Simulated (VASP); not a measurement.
# Cr in VASP: further runs

Cr is run at these levels: PBEsol; tasks: single point.

All numbers are computed with VASP 6.6.1; they aren't measurements. Logs are shortened: lines on timing, memory, paths and dates and some standing lists are left out, and cuts for length are marked.

### Step 1. The cell of the first run

It takes space group Im-3m (No. 229, cubic). Conventional cell: a = 2.814 Å, b = 2.814 Å, c = 2.814 Å, α = 90.00°, β = 90.00°, γ = 90.00°. Cr (site symmetry m-3m) has 14 Cr at 2.44 to 2.81 Å within 3.2 Å.

### Step 2. Single point, PBEsol

The input, INCAR:

```
PREC = Accurate
ENCUT = 520
EDIFF = 1E-6
ISMEAR = 1
SIGMA = 0.1
LREAL = F
LASPH = T
NELM = 60
ALGO = Normal
ISIF = 2
LWAVE = F
LCHARG = T
GGA = PS
LELF = T
LVHAR = T
NBANDS = 19
```

The input, KPOINTS:

```
Automatic mesh
0
Gamma
  18 18 18
```

The input, POSCAR:

```
Cr
1.0
    2.8142940358      0.0000000000      0.0000000000
    0.0000000000      2.8142940358      0.0000000000
    0.0000000000      0.0000000000      2.8142940358
Cr
2
Direct
    0.0000000000      0.0000000000      0.0000000000
    0.5000000000      0.5000000000      0.5000000000
```

Potentials or basis: VASP PAW PBE potentials, release 64 (Cr_pv).

Started as:

```console
cat potpaw_PBE.64/Cr_pv/POTCAR > POTCAR
mpirun -np 1 vasp_std > vasp.out
```

OUTCAR:

```text
PREC = Accurate
   ENCUT = 520
   EDIFF = 1E-6
   ISMEAR = 1
   LREAL = F
   LASPH = T
   NELM = 60
   ISIF = 2
   GGA = PS

 ion  position               nearest neighbor table
   1  0.000  0.000  0.000-   2 2.44   2 2.44   2 2.44   2 2.44   2 2.44   2 2.44   2 2.44   2 2.44

   2  0.500  0.500  0.500-   1 2.44   1 2.44   1 2.44   1 2.44   1 2.44   1 2.44   1 2.44   1 2.44

  LATTYP: Found a simple cubic cell.
 ALAT       =     2.8142940358

  Lattice vectors:

 A1 = (   2.8142940358,   0.0000000000,   0.0000000000)
 A2 = (   0.0000000000,   2.8142940358,   0.0000000000)
 A3 = (   0.0000000000,   0.0000000000,   2.8142940358)

Analysis of symmetry for initial positions (statically):
=====================================================================
 Subroutine PRICEL returns following result:

  LATTYP: Found a body centered cubic cell.
 ALAT       =     2.8142940358

  Lattice vectors:

 A1 = (   1.4071470179,   1.4071470179,  -1.4071470179)
 A2 = (  -1.4071470179,   1.4071470179,   1.4071470179)
 A3 = (   1.4071470179,  -1.4071470179,   1.4071470179)

   2 primitive cells build up your supercell.

 Routine SETGRP: Setting up the symmetry group for a
 simple cubic supercell.

 Subroutine GETGRP returns: Found 48 space group operations
 (whereof 48 operations were pure point group operations)
 out of a pool of 48 trial point group operations.

The static configuration has the point symmetry O_h .

Analysis of symmetry for dynamics (positions and initial velocities):
=====================================================================
 Subroutine PRICEL returns following result:

  LATTYP: Found a body centered cubic cell.
 ALAT       =     2.8142940358

  Lattice vectors:

 A1 = (   1.4071470179,   1.4071470179,  -1.4071470179)
 A2 = (  -1.4071470179,   1.4071470179,   1.4071470179)
 A3 = (   1.4071470179,  -1.4071470179,   1.4071470179)

   2 primitive cells build up your supercell.

 Routine SETGRP: Setting up the symmetry group for a
 simple cubic supercell.

 Subroutine GETGRP returns: Found 48 space group operations
 (whereof 48 operations were pure point group operations)
 out of a pool of 48 trial point group operations.

[... 89 lines left out ...]
   PREC   = accura    normal or accurate (medium, high low for compatibility)
   ISTART =      0    job   : 0-new  1-cont  2-samecut
   ICHARG =      2    charge: 1-file 2-atom 10-const
   ISPIN  =      1    spin polarized calculation?
   LNONCOLLINEAR =      F non collinear calculations
   LSORBIT =      F    spin-orbit coupling
   LASPH  =      T    aspherical Exc in radial PAW
   ENCUT  =  520.0 eV  38.22 Ry    6.18 a.u.   5.23  5.23  5.23*2*pi/ulx,y,z
   NELM   =     60;   NELMIN=  2; NELMDL= -5     # of ELM steps
   EDIFF  = 0.1E-05   stopping-criterion for ELM
   LREAL  =      F    real-space projection
   EDIFFG = 0.1E-04   stopping-criterion for IOM
   NSW    =      0    number of steps for IOM
   IBRION =     -1    ionic relax: 0-MD 1-quasi-New 2-CG
   NFREE  =      0    steps in history (QN), initial steepest desc. (CG)
   ISIF   =      2    stress and relaxation
   ISYM   =      2    0-nonsym 1-usesym 2-fastsym
   POTIM  = 0.5000    time-step for ionic-motion
   TEBEG  =    0.0;   TEEND  =   0.0 temperature during run
   PSTRESS=    0.0 pullay stress
   NELECT =      24.0000    total number of electrons
   NUPDOWN=      -1.0000    fix difference up-down
   EMIN   =  10.00;   EMAX   =-10.00  energy-range for DOS
   EFERMI =   0.00;   METHOD = LEGACY
   ISMEAR =     1;   SIGMA  =   0.10  broadening in eV -4-tet -1-fermi 0-gaus
   EFERMI_NEDOS =   21; number of points for ismear=-14 and -15
   IALGO  =     38    algorithm
   IMIX   =      4    mixing-type and parameters
     AMIX     =   0.40;   BMIX     =  1.00
     AMIX_MAG =   1.60;   BMIX_MAG =  1.00
  volume/ion in A,a.u.               =      11.14        75.21
  Fermi-wavevector in a.u.,A,eV,Ry     =   1.677937  3.170842 38.306852  2.815474
  Thomas-Fermi vector in A             =   2.762115
   LORBIT       =      0    0 simple, 1 ext, 2 COOP (PROOUT), +10 PAW based schemes
   GGA     = PS    functional components
   LHFCALC =     F    Hartree Fock is set to
   AEXX    =    0.0000 exact exchange contribution
   IVDW    =     0    specifies the selected vdW correction
   LEPSILON=     F    determine dielectric tensor
   LRPA    =     F    only Hartree local field effects (RPA)
 non-spin polarized calculation
 Methfessel and Paxton  Order N= 1 SIGMA  =   0.10
  energy-cutoff  :      520.00
  volume of cell :       22.29
 maximum number of plane-waves:       624
 NGX is ok and might be reduce to    24
   NGX = 11   NGY = 11   NGZ = 11

 number of electron      24.0000016 magnetization

 Free energy of the ion-electron system (eV)
  ---------------------------------------------------
  ext. energy  EPLUGINS =         0.00000000
  ---------------------------------------------------
  free energy    TOTEN  =       -20.48444672 eV

  energy without entropy =      -20.48457204  energy(sigma->0) =      -20.48448849

 E-fermi :  11.3617     XC(G=0): -14.0451

 val. band max:       11.3598161888   @ k =   0.4444   0.1111   0.0000
 cond. band min:      11.3712001147   @ k =   0.3333   0.0556   0.0000
 fundamental gap:      0.0113839259
 Fermi energy:        11.3617294988

 k-point     1 :       0.0000    0.0000    0.0000
  band No.  band energies     occupation
      1     -31.8960      2.00000
      2     -31.8960      2.00000
      3     -31.8960      2.00000
      4     -31.1876      2.00000
      5     -31.1876      2.00000
      6     -31.1876      2.00000
[... 505 lines left out ...]
      6     -31.2862      2.00000
[... 11 lines left out ...]
     18      16.5927      0.00000
     19      18.4513      0.00000

 [... further k-points ...]

------------------------ aborting loop because EDIFF is reached ----------------------------------------

  FORCE on cell =-STRESS in cart. coord.  units (eV):
  Direction    XX          YY          ZZ          XY          YZ          ZX
  --------------------------------------------------------------------------------------
  -------------------------------------------------------------------------------------
  Total       -0.0822748     -0.0822748     -0.0822748      0.0000000      0.0000000      0.0000000
  in kB       -5.9138349     -5.9138349     -5.9138349      0.0000000      0.0000000      0.0000000
  external PRESSURE =      -5.9138349 kB  Pullay stress =       0.0000000 kB

 VOLUME and BASIS-vectors are now :
 -----------------------------------------------------------------------------
  energy-cutoff  :      520.00
  volume of cell :       22.29
      direct lattice vectors                 reciprocal lattice vectors
     2.814294036  0.000000000  0.000000000     0.355328899  0.000000000  0.000000000
     0.000000000  2.814294036  0.000000000     0.000000000  0.355328899  0.000000000
     0.000000000  0.000000000  2.814294036     0.000000000  0.000000000  0.355328899

 POSITION                                       TOTAL-FORCE (eV/Angst)
 -----------------------------------------------------------------------------------
      0.00000      0.00000      0.00000         0.000000      0.000000      0.000000
      1.40715      1.40715      1.40715        -0.000000     -0.000000     -0.000000
 -----------------------------------------------------------------------------------
    total drift:                                0.000000      0.000000     -0.000000

  FREE ENERGIE OF THE ION-ELECTRON SYSTEM (eV)
  ---------------------------------------------------
  free  energy   TOTEN  =       -20.4844467203 eV

  energy  without entropy=      -20.4845720409  energy(sigma->0) =      -20.48448849
```

stdout:

```text
POSCAR found type information on POSCAR Cr
 POSCAR found :  1 types and       2 ions
 scaLAPACK will be used
 -----------------------------------------------------------------------------
|                                                                             |
|                                                                             |
|     You enforced a specific xc type in the INCAR file but a different       |
|     I HOPE YOU KNOW WHAT YOU ARE DOING!                                     |
|                                                                             |
 -----------------------------------------------------------------------------

 LDA part: xc-table for (Slater+PW92), standard interpolation
 POSCAR, INCAR and KPOINTS ok, starting setup
 FFT: planning ... GRIDC
 FFT: planning ... GRID_SOFT
 FFT: planning ... GRID
 WAVECAR not read
 entering main loop
```

Run time: 33 s. Hardware: 1 thread of Intel Xeon Platinum 8488C (Sapphire Rapids), shared host; peak memory 0.19 GiB.

What came out:

- Free energy: -20.4844 eV
- Pressure: -0.6 GPa
- Band gap on the k mesh: zero (band 12 reaches 12.53 eV, above the bottom of band 13 at 10.92 eV)

Caveat: the PAW data sets were made with another functional, which shifts forces and pressure a little; the run has no spin polarisation, though such a crystal can be magnetic. Spin polarisation is off, so any magnetic state and its effect on volume and gap are missing.

(Continued in part 2 of 2.)
